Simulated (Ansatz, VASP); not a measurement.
## Ni2Pt: VASP beside Ansatz

Contents of INCAR:

```
ALGO = Normal
EDIFF = 1E-6
ENCUT = 520
GGA = PE
ISIF = 2
ISMEAR = 0
ISPIN = 2
LASPH = T
LCHARG = F
LMAXMIX = 4
LORBIT = 11
LREAL = F
LWAVE = F
MAGMOM = 2 2 0
NBANDS = 26
NELM = 150
PREC = Accurate
SIGMA = 0.1
```

File KPOINTS:

```
k-points
0
Gamma
  6 6 4
```

Contents of POSCAR:

```
Ni2Pt
1.0
    2.5744785100      0.0000000000      0.0000000000
   -1.2872392500      2.2295637900      0.0000000000
    0.0000000000      0.0000000000      6.3061587000
Ni Pt
2 1
Direct
    0.3333333300      0.6666666700      0.6666666700
    0.6666666700      0.3333333300      0.3333333300
    0.0000000000      0.0000000000      0.0000000000
```

Input for Ansatz:

```yaml
crystal:
  lattice:
    - [2.57447851, 0.0, 0.0]
    - [-1.28723925, 2.22956379, 0.0]
    - [0.0, 0.0, 6.3061587]
  atoms:
    - { symbol: Ni, position: [0.33333333, 0.66666667, 0.66666667], spin: 2.0 }
    - { symbol: Ni, position: [0.66666667, 0.33333333, 0.33333333], spin: 2.0 }
    - { symbol: Pt, position: [0.0, 0.0, 0.0] }
basis:
  ecutwfc: 420
kpoints:
  mp_grid: { grid: [6, 6, 4] }
hamiltonian:
  xc: pbe
scf:
  occupations: { method: gaussian, width: 0.1 }
  lower_state_search: "off"
output:
  forces: true
  stress: true
  eigenvalues: true
  populations: true
magnetization:
  spin_polarized: true
```

Alike in both runs: task single point; functional PBE; k mesh 6 × 6 × 4; occupations gaussian, width 0.1 eV; collinear spin.

|  | VASP | Ansatz |
| --- | --- | --- |
| version | VASP 6.6.1 | Ansatz 0.2.0 |
| potentials or method | VASP PAW PBE potentials, release 64 (Ni, Pt), cutoff 520 eV | scalar-relativistic, plane waves, PAW |
| valence electrons in the cell | 30 | 54 |

VASP gave:

```
gap on the k mesh at the Fermi level (eV)                     : none
pressure (GPa)                                                : 18.0
traceless stress, the component that is largest in VASP (GPa) : -9.73
rms of the force components (eV/Å)                            : 0.593
net moment per atom (μB)                                      : 0.56
size of the moment on the site where the two differ most (μB) : 0.74
```

Question: Which values does Ansatz return?

Answer: gap on the k mesh at the Fermi level (eV): none; pressure (GPa): 18.3; traceless stress, the component that is largest in VASP (GPa): -9.79; rms of the force components (eV/Å): 0.604; net moment per atom (μB): 0.56; size of the moment on the site where the two differ most (μB): 0.78.

Site moments also hang on the region over which each program counts them. Atom by atom the forces differ by 0.011 eV/Å (rms over components). A gap of «none» marks a metal or a gap that the smearing closes. With one functional, cell and mesh, what is left measures potentials, basis and numerics. VASP's potentials hold 30 valence electrons a cell and Ansatz's 54, so a difference there can come from the potentials and not from the codes.

The k mesh is coarse, so the values compare programs but aren't converged. Spin-orbit coupling is off throughout.
